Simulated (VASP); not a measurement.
# CdS (Hawleyite) in VASP: further runs, part 2 of 2

VASP 6.6.1. Earlier steps stand in the parts before.

## 3. Single point, PBEsol

The input, INCAR:

```
SYSTEM = CdS
PREC     = Accurate       ! precision mode
ENCUT    = 520            ! plane-wave cutoff, eV
EDIFF    = 1E-6           ! SCF threshold, eV
ISMEAR   = -1             ! smearing method
SIGMA    = 0.05           ! smearing width, eV
LREAL    = .False.        ! projectors in reciprocal space
LASPH    = .True.         ! aspherical terms in the spheres
NELM     = 60             ! most SCF steps
ALGO     = Normal         ! electronic algorithm
ISIF     = 2              ! what is computed and relaxed
LWAVE    = .False.        ! write WAVECAR
LCHARG   = .True.         ! write CHGCAR
GGA      = PS             ! functional
LELF     = .True.         ! ELF
LVHAR    = .True.       
NBANDS   = 16             ! bands
```

The input, KPOINTS:

```
Automatic mesh
0
Gamma
  6 6 6
  0 0 0
```

The input, POSCAR:

```
CdS
1.0
   -0.0437475000      2.9165000000      2.9165000000
    2.9165000000     -0.0437475000      2.9165000000
    2.8727525000      2.8727525000      0.0000000000
Cd S
1 1
Direct
    0.0000000000      0.0000000000      0.0000000000
    0.2500000000      0.2500000000      0.2500000000
```

Potentials or basis: VASP PAW PBE potentials, release 64 (Cd, S).

Launch:

```console
> cat potpaw_PBE.64/Cd/POTCAR potpaw_PBE.64/S/POTCAR > POTCAR
> mpirun -np 1 vasp_std > vasp.out
```

Wall time 16 s (1 thread of Intel Xeon 6975P-C (Granite Rapids), shared host); peak memory 0.19 GiB.

It converged, with:

| Quantity | Value |
| --- | --- |
| Free energy | -6.8035 eV |
| Pressure | 0.2 GPa |
| Largest force | 0.197 eV/Å |
| Band gap on the k mesh | 0.96 eV, direct |

Forces on the atoms (eV/Å):
```
Cd   0.000  0.000 -0.197
S    0.000  0.000  0.197
```

Stress tensor (GPa, compression positive):
```
0.21 1.62 0.00
1.62 0.21 0.00
0.00 0.00 0.20
```

Levels at points of the mesh, in eV from the valence-band top:
| k point | band 5 | band 6 | band 7 | band 8 | band 9 | band 10 | band 11 | band 12 | band 13 | band 14 |
| --- | --- | --- | --- | --- | --- | --- | --- | --- | --- | --- |
| (0.00, 0.00, 0.00) | -7.29 | -7.29 | -0.09 | -0.06 | 0.00 | 0.96 | 6.20 | 6.40 | 6.60 | 11.16 |
| (0.50, 0.00, 0.00) | -7.25 | -6.93 | -4.53 | -0.78 | -0.75 | 2.90 | 6.83 | 7.02 | 7.21 | 10.89 |
| (0.50, 0.50, 0.00) | -7.20 | -6.85 | -4.06 | -2.08 | -1.84 | 3.31 | 4.24 | 9.03 | 10.53 | 10.72 |
| (0.00, 0.00, 0.50) | -7.25 | -6.90 | -4.54 | -0.87 | -0.85 | 2.78 | 6.71 | 6.88 | 7.36 | 10.78 |
| (0.50, 0.00, 0.50) | -7.21 | -6.85 | -4.07 | -1.96 | -1.96 | 3.34 | 4.20 | 9.00 | 10.61 | 10.66 |

Caveat: the PAW data sets were made with another functional, which shifts forces and pressure a little.

## 4. Single point, PBEsol

The input, INCAR:

```
PREC     = Accurate       # precision mode
ENCUT    = 520            # plane-wave cutoff, eV
EDIFF    = 1E-6           # SCF threshold, eV
ISMEAR   = -1             # smearing method
SIGMA    = 0.05           # smearing width, eV
LREAL    = False          # projectors in reciprocal space
LASPH    = True           # aspherical terms in the spheres
NELM     = 80             # most SCF steps
ALGO     = Normal         # electronic algorithm
ISIF     = 2              # what is computed and relaxed
LWAVE    = False          # write WAVECAR
LCHARG   = False          # write CHGCAR
GGA      = PS             # functional
NBANDS   = 16             # bands
```

The input, KPOINTS:

```
Automatic mesh
0
Gamma
  6 6 6
```

The input, POSCAR:

```
CdS
1.0
   -0.0218737500      2.9165000000      2.9165000000
    2.9165000000     -0.0218737500      2.9165000000
    2.8946262500      2.8946262500      0.0000000000
Cd S
1 1
Direct
    0.0000000000      0.0000000000      0.0000000000
    0.2500000000      0.2500000000      0.2500000000
```

Potentials or basis: VASP PAW PBE potentials, release 64 (Cd, S).

Launch:

```console
> cat potpaw_PBE.64/Cd/POTCAR potpaw_PBE.64/S/POTCAR > POTCAR
> mpirun -np 1 vasp_std > vasp.out
```

OUTCAR:

```text
PREC = Accurate
   ENCUT = 520
   EDIFF = 1E-6
   ISMEAR = -1
   LREAL = False
   LASPH = True
   NELM = 80
   ISIF = 2
   GGA = PS

 ion  position               nearest neighbor table
   1  0.000  0.000  0.000-   2 2.51   2 2.51   2 2.54   2 2.54
   2  0.250  0.250  0.250-   1 2.51   1 2.51   1 2.54   1 2.54

  LATTYP: Found a body centered orthorhombic cell.
 ALAT       =     4.0936197008
 B/A-ratio  =     1.0151133501
 C/A-ratio  =     1.4249003147

  Lattice vectors:

 A1 = (   0.0218737500,  -2.9165000000,  -2.9165000000)
[... 626 lines left out ...]
      4      -6.1770      2.00000
      5      -5.9626      2.00000
      6      -5.5986      2.00000
[... 8 lines left out ...]
     15      13.8940      0.00000
     16      14.8288      0.00000

 [... further k-points ...]
[... 5 lines left out ...]
  --------------------------------------------------------------------------------------
  -------------------------------------------------------------------------------------
  Total        0.0442890      0.0442890      0.0435719      0.2498058      0.0000000      0.0000000
  in kB        1.4302607      1.4302607      1.4071028      8.0671787      0.0000000      0.0000000
  external PRESSURE =       1.4225414 kB  Pullay stress =       0.0000000 kB

 VOLUME and BASIS-vectors are now :
 -----------------------------------------------------------------------------
  energy-cutoff  :      520.00
  volume of cell :       49.61
      direct lattice vectors                 reciprocal lattice vectors
    -0.021873750  2.916500000  2.916500000    -0.170162152  0.170162152  0.171438368
     2.916500000 -0.021873750  2.916500000     0.170162152 -0.170162152  0.171438368
     2.894626250  2.894626250  0.000000000     0.172733872  0.172733872 -0.171438368

 POSITION                                       TOTAL-FORCE (eV/Angst)
 -----------------------------------------------------------------------------------
      0.00000      0.00000      0.00000        -0.000000     -0.000000     -0.098323
      1.44731      1.44731      1.45825         0.000000      0.000000      0.098323
 -----------------------------------------------------------------------------------
    total drift:                                0.000000      0.000000      0.000196

  FREE ENERGIE OF THE ION-ELECTRON SYSTEM (eV)
  ---------------------------------------------------
  free  energy   TOTEN  =        -6.8090921954 eV

  energy  without entropy=       -6.8090913747  energy(sigma->0) =       -6.80909179
```

It took 14 s on 1 thread of Intel Xeon 6975P-C (Granite Rapids), shared host; peak memory 0.19 GiB.

What came out:

```yaml
Free_energy: -6.8091 eV
Pressure: 0.1 GPa
Largest_force: 0.098 eV/Å
Band_gap_on_the_k_mesh: 0.98 eV, direct
```

Forces on the atoms (eV/Å):
```
Cd   0.000  0.000 -0.098
S    0.000  0.000  0.098
```

Stress tensor (GPa, compression positive):
```
0.14 0.81 0.00
0.81 0.14 0.00
0.00 0.00 0.14
```

Caveat: the PAW data sets were made with another functional, which shifts forces and pressure a little. PBEsol gaps usually lie below the measured ones, often by a third to a half.

## 5. Single point, PBEsol

The input, INCAR:

```
PREC = Accurate
ENCUT = 520
EDIFF = 1E-6
ISMEAR = -1
SIGMA = 0.05
LREAL = False
LASPH = True
NELM = 100
ALGO = Normal
ISIF = 2
LWAVE = False
LCHARG = False
GGA = PS
NBANDS = 16
```

KPOINTS is that of step 4.

The input, POSCAR:

```
CdS
1.0
    0.0218737500      2.9165000000      2.9165000000
    2.9165000000      0.0218737500      2.9165000000
    2.9383737500      2.9383737500      0.0000000000
Cd S
1 1
Direct
    0.0000000000      0.0000000000      0.0000000000
    0.2500000000      0.2500000000      0.2500000000
```

Launch:

```console
> cat potpaw_PBE.64/Cd/POTCAR potpaw_PBE.64/S/POTCAR > POTCAR
> mpirun -np 1 vasp_std > vasp.out
```

It took 13 s on 1 thread of Intel Xeon 6975P-C (Granite Rapids), shared host; peak memory 0.19 GiB.

Results (log left out):

| Property | Result |
| --- | --- |
| Free energy | -6.8091 eV |
| Pressure | 0.1 GPa |
| Largest force | 0.098 eV/Å |
| Band gap on the k mesh | 0.98 eV, direct |

Forces on the atoms (eV/Å):
```
Cd   0.000  0.000  0.098
S    0.000  0.000 -0.098
```

Stress tensor (GPa, compression positive):
```
 0.14 -0.81  0.00
-0.81  0.14  0.00
 0.00  0.00  0.14
```

Levels at points of the mesh, in eV from the valence-band top:
```tsv
k point	band 5	band 6	band 7	band 8	band 9	band 10	band 11	band 12	band 13	band 14
(0.00, 0.00, 0.00)	-7.27	-7.27	-0.05	-0.03	0.00	0.98	6.32	6.42	6.52	11.18
(0.50, 0.00, 0.00)	-7.23	-6.88	-4.51	-0.82	-0.81	2.83	6.81	6.90	7.34	10.83
(0.50, 0.50, 0.00)	-7.18	-6.82	-4.04	-2.00	-1.88	3.36	4.24	9.05	10.60	10.69
(0.00, 0.00, 0.50)	-7.23	-6.89	-4.50	-0.77	-0.76	2.90	6.87	6.97	7.27	10.88
(0.50, 0.00, 0.50)	-7.18	-6.82	-4.04	-1.94	-1.94	3.37	4.23	9.05	10.64	10.66
```

Caveat: the PAW data sets were made with another functional, which shifts forces and pressure a little. A hybrid or GW would open this gap; PBEsol tends to underestimate it.

## 6. Single point, PBEsol

The input, INCAR:

```
SYSTEM = CdS
ALGO = Normal
EDIFF = 1E-7
ENCUT = 520
GGA = PS
ISIF = 2
ISMEAR = -1
LASPH = .True.
LCHARG = .False.
LREAL = .False.
LWAVE = .False.
NBANDS = 16
NELM = 80
PREC = Accurate
SIGMA = 0.05
```

The input, KPOINTS:

```
k-points
0
Gamma
  6 6 6
  0 0 0
```

The input, POSCAR:

```
CdS
1.0
    0.0437475000      2.9165000000      2.9165000000
    2.9165000000      0.0437475000      2.9165000000
    2.9602475000      2.9602475000      0.0000000000
Cd S
1 1
Direct
    0.0000000000      0.0000000000      0.0000000000
    0.2500000000      0.2500000000      0.2500000000
```

Potentials or basis: VASP PAW PBE potentials, release 64 (Cd, S).

Launch:

```console
> cat potpaw_PBE.64/Cd/POTCAR potpaw_PBE.64/S/POTCAR > POTCAR
> mpirun -np 1 vasp_std > vasp.out
```

Wall time 13 s (1 thread of Intel Xeon 6975P-C (Granite Rapids), shared host); peak memory 0.19 GiB.

Results (log left out):

```yaml
Free_energy: -6.8035 eV
Pressure: 0.2 GPa
Largest_force: 0.197 eV/Å
Band_gap_on_the_k_mesh: 0.96 eV, direct
```

Forces in eV/Å, atoms in the order of the input:
```
Cd   0.000  0.000  0.197
S    0.000  0.000 -0.197
```

Stress tensor (GPa, compression positive):
```
 0.22 -1.62  0.00
-1.62  0.22  0.00
 0.00  0.00  0.21
```

Levels at points of the mesh, in eV from the valence-band top:
```tsv
k point	band 7	band 8	band 9	band 10	band 11	band 12
(0.00, 0.00, 0.00)	-0.09	-0.06	0.00	0.96	6.20	6.40
(0.50, 0.00, 0.00)	-4.54	-0.87	-0.85	2.78	6.71	6.88
(0.50, 0.50, 0.00)	-4.06	-2.08	-1.84	3.31	4.24	9.03
(0.00, 0.00, 0.50)	-4.53	-0.78	-0.75	2.90	6.83	7.02
(0.50, 0.00, 0.50)	-4.07	-1.96	-1.96	3.34	4.20	9.00
```

Caveat: the PAW data sets were made with another functional, which shifts forces and pressure a little. As with any semilocal functional, this PBEsol gap is likely too small.

## 7. The runs side by side

```tsv
cell	gap on the mesh (eV)	pressure (GPa)	largest force (eV/Å)
a = 4.125 Å, angles 60.0°, 2 atoms	1.01	0.1	-
a = 4.125, b = 4.125, c = 4.063 Å, angles 60.5, 60.5, 61.0°, 2 atoms	0.96	0.2	0.20
a = 4.125, b = 4.125, c = 4.094 Å, angles 60.2, 60.2, 60.5°, 2 atoms	0.98	0.1	0.10
a = 4.125, b = 4.125, c = 4.155 Å, angles 59.8, 59.8, 59.5°, 2 atoms	0.98	0.1	0.10
a = 4.125, b = 4.125, c = 4.186 Å, angles 59.5, 59.5, 59.0°, 2 atoms	0.96	0.2	0.20
```

Alike in all rows: task single point; level PBEsol; potentials or basis VASP PAW PBE potentials, release 64 (Cd, S); no spin polarisation; k mesh 6 × 6 × 6; cutoff (eV) 520; smearing fermi-dirac 0.05 eV.

Caveats: the PAW data sets were made with another functional, which shifts forces and pressure a little.

Total energies depend on the potentials used, so only differences within one code and one set of settings carry meaning.
